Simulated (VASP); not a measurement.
# Rb (Fm-3m) in VASP: notebook

Rb is run at these levels: PBE; tasks: single point.

Everything below comes from runs of VASP 6.6.1. Logs are shortened: lines on timing, memory, paths and dates and some standing lists are left out, and cuts for length are marked.

## (1) The cell of the first run

Symmetry: Fm-3m, No. 225, cubic system. Conventional cell: a = 7.280 Å, b = 7.280 Å, c = 7.280 Å, α = 90.00°, β = 90.00°, γ = 90.00°.

This isn't the form of Rb at room conditions, which is bcc.

## (2) Single point, PBE

INCAR

```
ALGO = Normal ; EDIFF = 1E-6
ENCUT = 500 ; GGA = PE
GGA_COMPAT = False ; ISIF = 2
ISMEAR = 1 ; LASPH = True
LCHARG = True ; LELF = True
LREAL = False ; LVHAR = True
LWAVE = False ; NBANDS = 10
NELM = 120 ; PREC = Accurate
SIGMA = 0.022
```

KPOINTS

```
k-points
0
Gamma
  4 4 4
```

POSCAR

```
Rb
1.0
    0.0000000000      3.6398846700      3.6398846700
    3.6398846700      0.0000000000      3.6398846700
    3.6398846700      3.6398846700      0.0000000000
Rb
1
Direct
    0.0000000000      0.0000000000      0.0000000000
```

Potentials or basis: VASP PAW PBE potentials, release 64 (Rb_sv).

On the command line:

```console
$ cat potpaw_PBE.64/Rb_sv/POTCAR > POTCAR
$ mpirun -np 1 vasp_std > vasp.out
```

OUTCAR:

```text
EDIFF = 1E-6
   ENCUT = 500
   GGA = PE
   ISIF = 2
   ISMEAR = 1
   LASPH = True
   LREAL = False
   NELM = 120
   PREC = Accurate

 ion  position               nearest neighbor table
   1  0.000  0.000  0.000-

  LATTYP: Found a face centered cubic cell.
 ALAT       =     7.2797693400

  Lattice vectors:

 A1 = (   0.0000000000,   3.6398846700,   3.6398846700)
 A2 = (   3.6398846700,   0.0000000000,   3.6398846700)
 A3 = (   3.6398846700,   3.6398846700,   0.0000000000)

Analysis of symmetry for initial positions (statically):
=====================================================================
 Subroutine PRICEL returns:
 Original cell was already a primitive cell.

 Routine SETGRP: Setting up the symmetry group for a
 face centered cubic supercell.

 Subroutine GETGRP returns: Found 48 space group operations
 (whereof 48 operations were pure point group operations)
 out of a pool of 48 trial point group operations.

The static configuration has the point symmetry O_h .

Analysis of symmetry for dynamics (positions and initial velocities):
=====================================================================
 Subroutine PRICEL returns:
 Original cell was already a primitive cell.

 Routine SETGRP: Setting up the symmetry group for a
 face centered cubic supercell.

 Subroutine GETGRP returns: Found 48 space group operations
 (whereof 48 operations were pure point group operations)
 out of a pool of 48 trial point group operations.

The dynamic configuration has the point symmetry O_h .

 Subroutine INISYM returns: Found 48 space group operations
 (whereof 48 operations are pure point group operations),
 and found     1 'primitive' translations

----------------------------------------------------------------------------------------

                                     Primitive cell

  volume of cell :      96.4479

  direct lattice vectors                    reciprocal lattice vectors
     0.000000000  3.639884670  3.639884670    -0.137366990  0.137366990  0.137366990
     3.639884670  0.000000000  3.639884670     0.137366990 -0.137366990  0.137366990
     3.639884670  3.639884670  0.000000000     0.137366990  0.137366990 -0.137366990

  length of vectors
     5.147574266  5.147574266  5.147574266     0.237926605  0.237926605  0.237926605

  position of ions in fractional coordinates (direct lattice)
     0.000000000  0.000000000  0.000000000

  ion indices of the primitive-cell ions
   primitive index   ion index
                 1           1

----------------------------------------------------------------------------------------

 KPOINTS: k-points

Automatic generation of k-mesh.
 Grid dimensions read from file:
 generate k-points for:    4    4    4

 Generating k-lattice:

  Cartesian coordinates                     Fractional coordinates (reciprocal lattice)
    -0.034341747  0.034341747  0.034341747     0.250000000  0.000000000  0.000000000
     0.034341747 -0.034341747  0.034341747     0.000000000  0.250000000  0.000000000
     0.034341747  0.034341747 -0.034341747     0.000000000  0.000000000  0.250000000

  Length of vectors
     0.059481651  0.059481651  0.059481651

  Shift w.r.t. Gamma in fractional coordinates (k-lattice)
     0.000000000  0.000000000  0.000000000

 Subroutine IBZKPT returns following result:
 ===========================================

 Found      8 irreducible k-points:

 Following reciprocal coordinates:
            Coordinates               Weight
  0.000000  0.000000  0.000000      1.000000
  0.250000  0.000000  0.000000      8.000000
  0.500000  0.000000  0.000000      4.000000
  0.250000  0.250000  0.000000      6.000000
  0.500000  0.250000  0.000000     24.000000
 -0.250000  0.250000  0.000000     12.000000
  0.500000  0.500000  0.000000      3.000000
 -0.250000  0.500000  0.250000      6.000000
   k-points           NKPTS =      8   k-points in BZ     NKDIM =      8   number of bands    NBANDS=     10
   number of dos      NEDOS =    301   number of ions     NIONS =      1
   total plane-waves  NPLWV =  64000
   dimension x,y,z NGX =    40 NGY =   40 NGZ =   40
   dimension x,y,z NGXF=    80 NGYF=   80 NGZF=   80
   ions per type =               1
   NGX,Y,Z   is equivalent  to a cutoff of  12.92, 12.92, 12.92 a.u.
   NGXF,Y,Z  is equivalent  to a cutoff of  25.84, 25.84, 25.84 a.u.
 SYSTEM =  unknown system
   PREC   = accura    normal or accurate (medium, high low for compatibility)
   ISTART =      0    job   : 0-new  1-cont  2-samecut
   ICHARG =      2    charge: 1-file 2-atom 10-const
   ISPIN  =      1    spin polarized calculation?
   LNONCOLLINEAR =      F non collinear calculations
   LSORBIT =      F    spin-orbit coupling
   LASPH  =      T    aspherical Exc in radial PAW
   ENCUT  =  500.0 eV  36.75 Ry    6.06 a.u.   9.39  9.39  9.39*2*pi/ulx,y,z
   NELM   =    120;   NELMIN=  2; NELMDL= -5     # of ELM steps
   EDIFF  = 0.1E-05   stopping-criterion for ELM
   LREAL  =      F    real-space projection
   EDIFFG = 0.1E-04   stopping-criterion for IOM
   NSW    =      0    number of steps for IOM
   IBRION =     -1    ionic relax: 0-MD 1-quasi-New 2-CG
   NFREE  =      0    steps in history (QN), initial steepest desc. (CG)
   ISIF   =      2    stress and relaxation
   ISYM   =      2    0-nonsym 1-usesym 2-fastsym
   POTIM  = 0.5000    time-step for ionic-motion
   TEBEG  =    0.0;   TEEND  =   0.0 temperature during run
   PSTRESS=    0.0 pullay stress
   NELECT =       9.0000    total number of electrons
   NUPDOWN=      -1.0000    fix difference up-down
   EMIN   =  10.00;   EMAX   =-10.00  energy-range for DOS
   EFERMI =   0.00;   METHOD = LEGACY
   ISMEAR =     1;   SIGMA  =   0.02  broadening in eV -4-tet -1-fermi 0-gaus
   EFERMI_NEDOS =   21; number of points for ismear=-14 and -15
   IALGO  =     38    algorithm
   IMIX   =      4    mixing-type and parameters
     AMIX     =   0.40;   BMIX     =  1.00
     AMIX_MAG =   1.60;   BMIX_MAG =  1.00
  volume/ion in A,a.u.               =      96.45       650.86
  Fermi-wavevector in a.u.,A,eV,Ry     =   0.742548  1.403213  7.501953  0.551378
  Thomas-Fermi vector in A             =   1.837453
   LORBIT       =      0    0 simple, 1 ext, 2 COOP (PROOUT), +10 PAW based schemes
   GGA     = PE    functional components
   LHFCALC =     F    Hartree Fock is set to
   AEXX    =    0.0000 exact exchange contribution
   IVDW    =     0    specifies the selected vdW correction
   LEPSILON=     F    determine dielectric tensor
   LRPA    =     F    only Hartree local field effects (RPA)
 non-spin polarized calculation
 Methfessel and Paxton  Order N= 1 SIGMA  =   0.02
  energy-cutoff  :      500.00
  volume of cell :       96.45
 maximum number of plane-waves:      2468
 NGX is ok and might be reduce to    40
   NGX = 19   NGY = 19   NGZ = 19

 number of electron       9.0000000 magnetization

 Free energy of the ion-electron system (eV)
  ---------------------------------------------------
  ext. energy  EPLUGINS =         0.00000000
  ---------------------------------------------------
  free energy    TOTEN  =        -0.88049806 eV

  energy without entropy =       -0.88045222  energy(sigma->0) =       -0.88048278

 E-fermi :   0.0981     XC(G=0):  -5.3214

 val. band max:        0.0285083536   @ k =   0.5000   0.0000   0.0000
 cond. band min:       0.1133802577   @ k =   0.5000   0.2500   0.0000
 fundamental gap:      0.0848719041
 Fermi energy:         0.0980763616

 k-point     1 :       0.0000    0.0000    0.0000
  band No.  band energies     occupation
      1     -29.0277      2.00000
      2     -13.0764      2.00000
      3     -13.0764      2.00000
      4     -13.0764      2.00000
      5      -2.0058      2.00000
      6       3.4303      0.00000
      7       3.4303      0.00000
      8       3.4303      0.00000
      9       4.7153      0.00000
     10       4.7153      0.00000

 k-point     2 :       0.2500    0.0000    0.0000
  band No.  band energies     occupation
      1     -29.0263      2.00000
      2     -13.1151      2.00000
      3     -13.0817      2.00000
      4     -13.0817      2.00000
      5      -1.3675      2.00000
      6       2.1586      0.00000
      7       3.4902      0.00000
      8       3.4902      0.00000
      9       4.5493      0.00000
     10       4.5493      0.00000

 k-point     3 :       0.5000    0.0000    0.0000
  band No.  band energies     occupation
      1     -29.0249      2.00000
      2     -13.1531      2.00000
      3     -13.0871      2.00000
      4     -13.0871      2.00000
      5       0.0285      2.00007
      6       0.5199     -0.00000
      7       3.2332      0.00000
      8       3.2332      0.00000
      9       5.2346      0.00000
     10       5.4582      0.00000

 k-point     4 :       0.2500    0.2500    0.0000
  band No.  band energies     occupation
      1     -29.0258      2.00000
      2     -13.1135      2.00000
      3     -13.0905      2.00000
      4     -13.0905      2.00000
      5      -1.1604      2.00000
      6       2.3246      0.00000
      7       2.9409      0.00000
      8       3.6436      0.00000
      9       3.6436      0.00000
     10       5.1088      0.00000

 k-point     5 :       0.5000    0.2500    0.0000
  band No.  band energies     occupation
      1     -29.0244      2.00000
      2     -13.1400      2.00000
      3     -13.1070      2.00000
      4     -13.0959      2.00000
      5       0.1134      0.08332
      6       1.2192      0.00000
      7       2.1423      0.00000
      8       3.6076      0.00000
      9       3.8615      0.00000
     10       5.4745      0.00000

 k-point     6 :      -0.2500    0.2500    0.0000
  band No.  band energies     occupation
      1     -29.0249      2.00000
      2     -13.1314      2.00000
      3     -13.1086      2.00000
      4     -13.0871      2.00000
      5      -0.3971      2.00000
      6       1.7225      0.00000
      7       2.0596      0.00000
      8       3.6106      0.00000
      9       4.4540      0.00000
     10       4.8360      0.00000

 k-point     7 :       0.5000    0.5000    0.0000
  band No.  band energies     occupation
      1     -29.0239      2.00000
      2     -13.1487      2.00000
      3     -13.1046      2.00000
      4     -13.1046      2.00000
      5       0.5525      0.00000
      6       1.2195      0.00000
      7       1.7219      0.00000
      8       4.1925      0.00000
      9       4.1925      0.00000
     10       4.5255      0.00000

 k-point     8 :      -0.2500    0.5000    0.2500
  band No.  band energies     occupation
      1     -29.0239      2.00000
      2     -13.1267      2.00000
      3     -13.1267      2.00000
      4     -13.1052      2.00000
      5       1.0832      0.00000
      6       1.3967      0.00000
      7       1.3967      0.00000
      8       2.2579      0.00000
      9       5.2059      0.00000
     10       5.2267      0.00000

------------------------ aborting loop because EDIFF is reached ----------------------------------------

  FORCE on cell =-STRESS in cart. coord.  units (eV):
  Direction    XX          YY          ZZ          XY          YZ          ZX
  --------------------------------------------------------------------------------------
  -------------------------------------------------------------------------------------
  Total       -0.0722131     -0.0722131     -0.0722131     -0.0000000     -0.0000000      0.0000000
  in kB       -1.1995916     -1.1995916     -1.1995916     -0.0000000     -0.0000000      0.0000000
  external PRESSURE =      -1.1995916 kB  Pullay stress =       0.0000000 kB

 VOLUME and BASIS-vectors are now :
 -----------------------------------------------------------------------------
  energy-cutoff  :      500.00
  volume of cell :       96.45
      direct lattice vectors                 reciprocal lattice vectors
     0.000000000  3.639884670  3.639884670    -0.137366990  0.137366990  0.137366990
     3.639884670  0.000000000  3.639884670     0.137366990 -0.137366990  0.137366990
     3.639884670  3.639884670  0.000000000     0.137366990  0.137366990 -0.137366990

 POSITION                                       TOTAL-FORCE (eV/Angst)
 -----------------------------------------------------------------------------------
      0.00000      0.00000      0.00000         0.000000      0.000000      0.000000
 -----------------------------------------------------------------------------------
    total drift:                               -0.000000     -0.000000     -0.000000

  FREE ENERGIE OF THE ION-ELECTRON SYSTEM (eV)
  ---------------------------------------------------
  free  energy   TOTEN  =        -0.8804980643 eV

  energy  without entropy=       -0.8804522187  energy(sigma->0) =       -0.88048278
```

Wall time 4.8 s (1 thread of Intel Xeon Platinum 8481C at 2.70GHz (Sapphire Rapids), shared host); peak memory 0.22 GiB.

Results:

- Free energy: -0.8805 eV
- Pressure: -0.1 GPa
- Band gap on the k mesh: zero (an odd number of electrons rules out a gap without spin polarisation)

Caveat: the k points lie up to 0.37 Å⁻¹ apart, too coarse for converged energies and pressures of a metal.

## (3) Single point, PBE

INCAR

```
SYSTEM = Rb
  ALGO = Normal
  EDIFF = 1E-6
  ENCUT = 500
  GGA = PE
  GGA_COMPAT = .False.
  ISIF = 2
  ISMEAR = -1
  LASPH = .True.
  LCHARG = .True.
  LELF = .True.
  LREAL = .False.
  LVHAR = .True.
  LWAVE = .False.
  NBANDS = 10
  NELM = 120
  PREC = Accurate
  SIGMA = 0.11
```

KPOINTS

```
k-points
0
Gamma
  4 4 4
  0 0 0
```

POSCAR is that of step 2.

Potentials or basis: VASP PAW PBE potentials, release 64 (Rb_sv).

On the command line:

```console
$ cat potpaw_PBE.64/Rb_sv/POTCAR > POTCAR
$ mpirun -np 1 vasp_std > vasp.out
```

OUTCAR:

```text
SYSTEM = Rb
   EDIFF = 1E-6
   ENCUT = 500
   GGA = PE
   ISIF = 2
   ISMEAR = -1
   LASPH = .True.
   LREAL = .False.
   NELM = 120
   PREC = Accurate

 ion  position               nearest neighbor table
   1  0.000  0.000  0.000-

  LATTYP: Found a face centered cubic cell.
 ALAT       =     7.2797693400

  Lattice vectors:

 A1 = (   0.0000000000,   3.6398846700,   3.6398846700)
 A2 = (   3.6398846700,   0.0000000000,   3.6398846700)
[... 264 lines left out ...]
      8       2.2545      0.00000
      9       5.2015      0.00000
     10       5.2219      0.00000

------------------------ aborting loop because EDIFF is reached ----------------------------------------

  FORCE on cell =-STRESS in cart. coord.  units (eV):
  Direction    XX          YY          ZZ          XY          YZ          ZX
  --------------------------------------------------------------------------------------
  -------------------------------------------------------------------------------------
  Total       -0.0485185     -0.0485185     -0.0485185      0.0000000      0.0000000      0.0000000
  in kB       -0.8059815     -0.8059815     -0.8059815      0.0000000      0.0000000      0.0000000
  external PRESSURE =      -0.8059815 kB  Pullay stress =       0.0000000 kB

 VOLUME and BASIS-vectors are now :
 -----------------------------------------------------------------------------
  energy-cutoff  :      500.00
  volume of cell :       96.45
      direct lattice vectors                 reciprocal lattice vectors
     0.000000000  3.639884670  3.639884670    -0.137366990  0.137366990  0.137366990
     3.639884670  0.000000000  3.639884670     0.137366990 -0.137366990  0.137366990
     3.639884670  3.639884670  0.000000000     0.137366990  0.137366990 -0.137366990

 POSITION                                       TOTAL-FORCE (eV/Angst)
 -----------------------------------------------------------------------------------
      0.00000      0.00000      0.00000         0.000000      0.000000      0.000000
 -----------------------------------------------------------------------------------
    total drift:                               -0.000000      0.000000     -0.000000

  FREE ENERGIE OF THE ION-ELECTRON SYSTEM (eV)
  ---------------------------------------------------
  free  energy   TOTEN  =        -0.9197029714 eV

  energy  without entropy=       -0.8645709274  energy(sigma->0) =       -0.89213695
```

It took 4.8 s on 1 thread of Intel Xeon Platinum 8481C at 2.70GHz (Sapphire Rapids), shared host; peak memory 0.22 GiB.

What came out:

```yaml
Free_energy: -0.9197 eV
Pressure: -0.1 GPa
Band_gap_on_the_k_mesh: zero (an odd number of electrons rules out a gap without spin polarisation)
```

Levels at points of the mesh, in eV from the Fermi level:
```tsv
k point	band 1	band 2	band 3	band 4	band 5	band 6	band 7	band 8
(0.00, 0.00, 0.00)	-28.98	-13.03	-13.03	-13.03	-1.95	3.49	3.49	3.49
(0.50, 0.00, 0.00)	-28.98	-13.10	-13.04	-13.04	0.09	0.57	3.29	3.29
(0.50, 0.50, 0.00)	-28.98	-13.10	-13.06	-13.06	0.60	1.28	1.78	4.25
```

Caveat: the k points lie up to 0.37 Å⁻¹ apart, too coarse for converged energies and pressures of a metal.
